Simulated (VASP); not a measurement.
# Al (Fd-3m) in VASP: notebook

Al is run at these levels: PBEsol; tasks: single point, relaxation of cell and atoms.

Everything below comes from runs of VASP 6.6.1. Logs are shortened: lines on timing, memory, paths and dates and some standing lists are left out, and cuts for length are marked.

## (1) The cell of the first run

It takes space group Fd-3m (No. 227, cubic). The conventional cell has a = 5.996 Å, b = 5.996 Å, c = 5.996 Å, α = 90.00°, β = 90.00°, γ = 90.00°. Within 3.4 Å of Al (site symmetry -43m) lie 4 Al at 2.60 Å.

## (2) Single point, PBEsol

File INCAR:

```
SYSTEM = Al
PREC     = Accurate       ! precision mode
ENCUT    = 520            ! plane-wave cutoff, eV
EDIFF    = 1E-7           ! SCF threshold, eV
ISMEAR   = -1             ! smearing method
SIGMA    = 0.05           ! smearing width, eV
LREAL    = .FALSE.        ! projectors in reciprocal space
LASPH    = .TRUE.         ! aspherical terms in the spheres
NELM     = 100            ! most SCF steps
ALGO     = Normal         ! electronic algorithm
ISIF     = 2              ! what is computed and relaxed
LWAVE    = .FALSE.        ! write WAVECAR
LCHARG   = .TRUE.         ! write CHGCAR
GGA      = PS             ! functional
LELF     = .TRUE.         ! ELF
LVHAR    = .TRUE.       
NBANDS   = 10             ! bands
```

File KPOINTS:

```
Automatic mesh
0
G
  8 8 8
  0 0 0
```

File POSCAR:

```
Al
1.0
    0.0000000000      2.9981954353      2.9981954353
    2.9981954353      0.0000000000      2.9981954353
    2.9981954353      2.9981954353      0.0000000000
Al
2
Direct
    0.0000000000      0.0000000000      0.0000000000
    0.2500000000      0.2500000000      0.2500000000
```

Potentials or basis: VASP PAW PBE potentials, release 64 (Al).

Started as:

```console
$ cat potpaw_PBE.64/Al/POTCAR > POTCAR
$ mpirun -np 1 vasp_std > vasp.out
```

OUTCAR:

```text
SYSTEM = Al
   PREC = Accurate
   ENCUT = 520
   EDIFF = 1E-7
   ISMEAR = -1
   LREAL = .FALSE.
   LASPH = .TRUE.
   NELM = 100
   ISIF = 2
   GGA = PS

 ion  position               nearest neighbor table
   1  0.000  0.000  0.000-   2 2.60   2 2.60   2 2.60   2 2.60
   2  0.250  0.250  0.250-   1 2.60   1 2.60   1 2.60   1 2.60

  LATTYP: Found a face centered cubic cell.
 ALAT       =     5.9963908706

  Lattice vectors:

 A1 = (   0.0000000000,   2.9981954353,   2.9981954353)
 A2 = (   2.9981954353,   0.0000000000,   2.9981954353)
 A3 = (   2.9981954353,   2.9981954353,   0.0000000000)

Analysis of symmetry for initial positions (statically):
=====================================================================
 Subroutine PRICEL returns:
 Original cell was already a primitive cell.

 Routine SETGRP: Setting up the symmetry group for a
 face centered cubic supercell.

 Subroutine GETGRP returns: Found 48 space group operations
 (whereof 24 operations were pure point group operations)
 out of a pool of 48 trial point group operations.

The static configuration has the point symmetry T_d .
 The point group associated with its full space group is O_h .

Analysis of symmetry for dynamics (positions and initial velocities):
=====================================================================
 Subroutine PRICEL returns:
 Original cell was already a primitive cell.

 Routine SETGRP: Setting up the symmetry group for a
 face centered cubic supercell.

 Subroutine GETGRP returns: Found 48 space group operations
 (whereof 24 operations were pure point group operations)
 out of a pool of 48 trial point group operations.

The dynamic configuration has the point symmetry T_d .
 The point group associated with its full space group is O_h .

 Subroutine INISYM returns: Found 48 space group operations
 (whereof 24 operations are pure point group operations),
 and found     1 'primitive' translations

----------------------------------------------------------------------------------------

                                     Primitive cell

  volume of cell :      53.9026

  direct lattice vectors                    reciprocal lattice vectors
     0.000000000  2.998195435  2.998195435    -0.166766981  0.166766981  0.166766981
     2.998195435  0.000000000  2.998195435     0.166766981 -0.166766981  0.166766981
     2.998195435  2.998195435  0.000000000     0.166766981  0.166766981 -0.166766981

  length of vectors
     4.240088647  4.240088647  4.240088647     0.288848883  0.288848883  0.288848883
[... 81 lines left out ...]
   EDIFF  = 0.1E-06   stopping-criterion for ELM
   LREAL  =      F    real-space projection
   EDIFFG = 0.1E-05   stopping-criterion for IOM
   NSW    =      0    number of steps for IOM
   IBRION =     -1    ionic relax: 0-MD 1-quasi-New 2-CG
   NFREE  =      0    steps in history (QN), initial steepest desc. (CG)
   ISIF   =      2    stress and relaxation
   ISYM   =      2    0-nonsym 1-usesym 2-fastsym
   POTIM  = 0.5000    time-step for ionic-motion
   TEBEG  =    0.0;   TEEND  =   0.0 temperature during run
   PSTRESS=    0.0 pullay stress
   NELECT =       6.0000    total number of electrons
   NUPDOWN=      -1.0000    fix difference up-down
   EMIN   =  10.00;   EMAX   =-10.00  energy-range for DOS
   EFERMI =   0.00;   METHOD = LEGACY
   ISMEAR =    -1;   SIGMA  =   0.05  broadening in eV -4-tet -1-fermi 0-gaus
   EFERMI_NEDOS =   21; number of points for ismear=-14 and -15
   IALGO  =     38    algorithm
   IMIX   =      4    mixing-type and parameters
     AMIX     =   0.40;   BMIX     =  1.00
     AMIX_MAG =   1.60;   BMIX_MAG =  1.00
  volume/ion in A,a.u.               =      26.95       181.88
  Fermi-wavevector in a.u.,A,eV,Ry     =   0.787509  1.488175  8.437923  0.620170
  Thomas-Fermi vector in A             =   1.892263
   LORBIT       =      0    0 simple, 1 ext, 2 COOP (PROOUT), +10 PAW based schemes
   GGA     = PS    functional components
   LHFCALC =     F    Hartree Fock is set to
   AEXX    =    0.0000 exact exchange contribution
   IVDW    =     0    specifies the selected vdW correction
   LEPSILON=     F    determine dielectric tensor
   LRPA    =     F    only Hartree local field effects (RPA)
 non-spin polarized calculation
  energy-cutoff  :      520.00
  volume of cell :       53.90
 maximum number of plane-waves:      1475
   NGX = 15   NGY = 15   NGZ = 15

 number of electron       6.0000000 magnetization

 Free energy of the ion-electron system (eV)
  ---------------------------------------------------
  ext. energy  EPLUGINS =         0.00000000
  ---------------------------------------------------
  free energy    TOTEN  =        -6.51167067 eV

  energy without entropy =       -6.49893325  energy(sigma->0) =       -6.50530196

 E-fermi :   2.9124     XC(G=0):  -8.3230

 val. band max:        2.8724794337   @ k =  -0.3750   0.3750   0.0000
 cond. band min:       2.9375732397   @ k =  -0.2500   0.1250   0.0000
 fundamental gap:      0.0650938060
 Fermi energy:         2.9124120955

 k-point     1 :       0.0000    0.0000    0.0000
  band No.  band energies     occupation
      1      -5.0674      2.00000
      2       5.0530      0.00000
      3       5.0530      0.00000
      4       5.0530      0.00000
      5       6.8770      0.00000
      6       6.8770      0.00000
      7       6.8770      0.00000
      8       8.3103      0.00000
      9      10.6817      0.00000
     10      10.8166      0.00000
[... 287 lines left out ...]
 k-point    24 :      -0.3750    0.2500    0.1250
  band No.  band energies     occupation
      1      -2.5302      2.00000
      2      -0.7685      2.00000
      3       1.9489      2.00000
      4       3.0494      0.12127
      5       7.0430      0.00000
      6       7.2798      0.00000
      7       9.6479      0.00000
      8      10.5619      0.00000
      9      10.8943      0.00000
     10      13.1049      0.00000

 [... further k-points ...]
[... 5 lines left out ...]
  --------------------------------------------------------------------------------------
  -------------------------------------------------------------------------------------
  Total        0.0168563      0.0168563      0.0168563     -0.0000000     -0.0000000      0.0000000
  in kB        0.5010291      0.5010291      0.5010291     -0.0000000     -0.0000000      0.0000000
  external PRESSURE =       0.5010291 kB  Pullay stress =       0.0000000 kB

 VOLUME and BASIS-vectors are now :
 -----------------------------------------------------------------------------
  energy-cutoff  :      520.00
  volume of cell :       53.90
      direct lattice vectors                 reciprocal lattice vectors
     0.000000000  2.998195435  2.998195435    -0.166766981  0.166766981  0.166766981
     2.998195435  0.000000000  2.998195435     0.166766981 -0.166766981  0.166766981
     2.998195435  2.998195435  0.000000000     0.166766981  0.166766981 -0.166766981

 POSITION                                       TOTAL-FORCE (eV/Angst)
 -----------------------------------------------------------------------------------
      0.00000      0.00000      0.00000        -0.000000     -0.000000     -0.000000
      1.49910      1.49910      1.49910         0.000000      0.000000      0.000000
 -----------------------------------------------------------------------------------
    total drift:                               -0.000000      0.000000      0.000000

  FREE ENERGIE OF THE ION-ELECTRON SYSTEM (eV)
  ---------------------------------------------------
  free  energy   TOTEN  =        -6.5116706666 eV

  energy  without entropy=       -6.4989332499  energy(sigma->0) =       -6.50530196
```

stdout:

```text
POSCAR found type information on POSCAR Al
 POSCAR found :  1 types and       2 ions
 scaLAPACK will be used
 -----------------------------------------------------------------------------
|                                                                             |
|                                                                             |
|     You enforced a specific xc type in the INCAR file but a different       |
|     I HOPE YOU KNOW WHAT YOU ARE DOING!                                     |
|                                                                             |
 -----------------------------------------------------------------------------

 LDA part: xc-table for (Slater+PW92), standard interpolation
 POSCAR, INCAR and KPOINTS ok, starting setup
 FFT: planning ... GRIDC
 FFT: planning ... GRID_SOFT
 FFT: planning ... GRID
 WAVECAR not read
 entering main loop
```

Run time: 15 s. Hardware: 1 thread of Intel Xeon 8259CL, shared host; peak memory 0.16 GiB.

What came out:

```
Free energy            : -6.5117 eV
Pressure               : 0.1 GPa
Band gap on the k mesh : zero (band 3 reaches 5.05 eV, above the bottom of band 4 at 1.45 eV)
```

Caveat: the PAW data sets were made with another functional, which shifts forces and pressure a little.

## (3) Relaxation of cell and atoms, PBEsol

This run uses another cell than the first one, of 21.60 Å³/atom, 0.801 times its volume.

File INCAR:

```
SYSTEM = Al
PREC     = Accurate       ! precision mode
ENCUT    = 600            ! plane-wave cutoff, eV
EDIFF    = 1E-7           ! SCF threshold, eV
ISMEAR   = -1             ! smearing method
SIGMA    = 0.05           ! smearing width, eV
LREAL    = .FALSE.        ! projectors in reciprocal space
LASPH    = .TRUE.         ! aspherical terms in the spheres
NELM     = 60             ! most SCF steps
ALGO     = Normal         ! electronic algorithm
ISIF     = 3              ! what is computed and relaxed
LWAVE    = .FALSE.        ! write WAVECAR
LCHARG   = .FALSE.        ! write CHGCAR
GGA      = PS             ! functional
IBRION   = 2              ! ionic algorithm
NSW      = 60             ! ionic steps
EDIFFG   = -0.03          ! ionic threshold
```

File KPOINTS:

```
regular mesh
0
G
  8 8 8
  0 0 0
```

File POSCAR:

```
Al
1.0
    0.0000000000      2.7850000000      2.7850000000
    2.7850000000      0.0000000000      2.7850000000
    2.7850000000      2.7850000000      0.0000000000
Al
2
Direct
    0.0000000000      0.0000000000      0.0000000000
    0.2500000000      0.2500000000      0.2500000000
```

Potentials or basis: VASP PAW PBE potentials, release 64 (Al).

Started as:

```console
$ cat potpaw_PBE.64/Al/POTCAR > POTCAR
$ mpirun -np 1 vasp_std > vasp.out
```

OUTCAR:

```text
SYSTEM = Al
   PREC = Accurate
   ENCUT = 600
   EDIFF = 1E-7
   ISMEAR = -1
   LREAL = .FALSE.
   LASPH = .TRUE.
   NELM = 60
   ISIF = 3
   GGA = PS
   IBRION = 2
   NSW = 60
   EDIFFG = -0.03

 ion  position               nearest neighbor table
   1  0.000  0.000  0.000-   2 2.41   2 2.41   2 2.41   2 2.41
   2  0.250  0.250  0.250-   1 2.41   1 2.41   1 2.41   1 2.41

  LATTYP: Found a face centered cubic cell.
 ALAT       =     5.5700000000

  Lattice vectors:

 A1 = (   0.0000000000,   2.7850000000,   2.7850000000)
 A2 = (   2.7850000000,   0.0000000000,   2.7850000000)
 A3 = (   2.7850000000,   2.7850000000,   0.0000000000)

Analysis of symmetry for initial positions (statically):
=====================================================================
 Subroutine PRICEL returns:
 Original cell was already a primitive cell.

 Routine SETGRP: Setting up the symmetry group for a
 face centered cubic supercell.

 Subroutine GETGRP returns: Found 48 space group operations
 (whereof 24 operations were pure point group operations)
 out of a pool of 48 trial point group operations.

The static configuration has the point symmetry T_d .
 The point group associated with its full space group is O_h .

Analysis of symmetry for dynamics (positions and initial velocities):
=====================================================================
 Subroutine PRICEL returns:
[... 143 lines left out ...]
  energy-cutoff  :      600.00
  volume of cell :       43.20
 maximum number of plane-waves:      1459
   NGX = 15   NGY = 15   NGZ = 15

--------------------------------------- Ionic step        1  -------------------------------------------

 number of electron       6.0000000 magnetization

 Free energy of the ion-electron system (eV)
  ---------------------------------------------------
  ext. energy  EPLUGINS =         0.00000000
  ---------------------------------------------------
  free energy    TOTEN  =        -6.12374134 eV

  energy without entropy =       -6.10916119  energy(sigma->0) =       -6.11645127

 E-fermi :   4.5700     XC(G=0):  -9.0755

 val. band max:        4.5297861602   @ k =  -0.3750   0.1250   0.0000
 cond. band min:       4.5867011567   @ k =  -0.2500   0.1250   0.0000
 fundamental gap:      0.0569149965
 Fermi energy:         4.5699631747

 k-point     1 :       0.0000    0.0000    0.0000
  band No.  band energies     occupation
      1      -4.5004      2.00000
      2       7.1005      0.00000
      3       7.1005      0.00000
      4       7.1005      0.00000
      5       8.9228      0.00000
      6       8.9228      0.00000
      7       8.9228      0.00000
[... 301 lines left out ...]
--------------------------------------- Ionic step        3  -------------------------------------------

 number of electron       6.0000000 magnetization

 Free energy of the ion-electron system (eV)
  ---------------------------------------------------
  ext. energy  EPLUGINS =         0.00000000
  ---------------------------------------------------
  free energy    TOTEN  =        -6.51144411 eV

  energy without entropy =       -6.49869873  energy(sigma->0) =       -6.50507142

 E-fermi :   2.9204     XC(G=0):  -8.3270

 val. band max:        2.8801169916   @ k =  -0.3750   0.3750   0.0000
 cond. band min:       2.9454821773   @ k =  -0.2500   0.1250   0.0000
 fundamental gap:      0.0653651857
 Fermi energy:         2.9203907631

 k-point     1 :       0.0000    0.0000    0.0000
  band No.  band energies     occupation
      1      -5.0648      2.00000
      2       5.0629      0.00000
      3       5.0629      0.00000
      4       5.0629      0.00000
      5       6.8871      0.00000
      6       6.8871      0.00000
      7       6.8871      0.00000
[... 259 lines left out ...]
  FREE ENERGIE OF THE ION-ELECTRON SYSTEM (eV)
  ---------------------------------------------------
  free  energy   TOTEN  =        -6.5114441079 eV

  energy  without entropy=       -6.4986987251  energy(sigma->0) =       -6.50507142

 reached required accuracy - stopping structural energy minimisation
```

OSZICAR:

```text
N       E                     dE             d eps       ncg     rms          rms(c)
DAV:   1     0.175405334039E+01    0.17541E+01   -0.22734E+03   406   0.693E+02
DAV:   2    -0.600144108062E+01   -0.77555E+01   -0.75309E+01   560   0.524E+01
DAV:   3    -0.615258538397E+01   -0.15114E+00   -0.14916E+00   546   0.742E+00
[... 25 lines left out ...]
DAV:   4    -0.651144285530E+01    0.73816E-04   -0.16975E-04   525   0.686E-02    0.447E-02
DAV:   5    -0.651144483960E+01   -0.19843E-05   -0.40115E-06   483   0.157E-02    0.676E-03
DAV:   6    -0.651144431589E+01    0.52370E-06   -0.10161E-07   357   0.229E-03    0.735E-04
DAV:   7    -0.651144409332E+01    0.22257E-06   -0.99581E-09   217   0.919E-04    0.886E-05
DAV:   8    -0.651144410791E+01   -0.14589E-07   -0.13975E-09   224   0.305E-04
   3 F= -.65114441E+01 E0= -.65050714E+01  d E =-.387703E+00
```

Run time: 32 s. Hardware: 1 thread of Intel Xeon 8259CL, shared host; peak memory 0.17 GiB.

What came out:

* Free energy: -6.5114 eV
* Relaxed volume: 26.92 Å³/atom
* Relaxed cell: a = 4.238 Å, b = 4.238 Å, c = 4.238 Å, α = 60.00°, β = 60.00°, γ = 60.00°
* Space group after relaxing (to 0.05 Å): Fd-3m (No. 227)
* Energy gained by relaxing: 193.9 meV/atom
* Ionic steps: 3
* Pressure after relaxing: 0.1 GPa
* Band gap on the k mesh: zero (band 3 reaches 5.06 eV, above the bottom of band 4 at 1.45 eV)

The path:
| step | energy change (eV) | largest force (eV/Å) | pressure (GPa) | volume (Å³) |
| --- | --- | --- | --- | --- |
| 1 | 0.0000 | 0.0000 | 13.85 | 43.20 |
| 2 | -0.3791 | 0.0000 | -1.35 | 55.96 |
| 3 | -0.3877 | 0.0000 | 0.10 | 53.84 |

Final structure:
```yaml
crystal:
  lattice:
    - [0.00000, 2.99701, 2.99701]
    - [2.99701, 0.00000, 2.99701]
    - [2.99701, 2.99701, 0.00000]
  atoms:
    - { symbol: Al, position: [0.00000, 0.00000, 0.00000] }
    - { symbol: Al, position: [0.25000, 0.25000, 0.25000] }
```

Caveat: the volume moved by over 15 % at a fixed basis, so the end points are rough; the PAW data sets were made with another functional, which shifts forces and pressure a little.
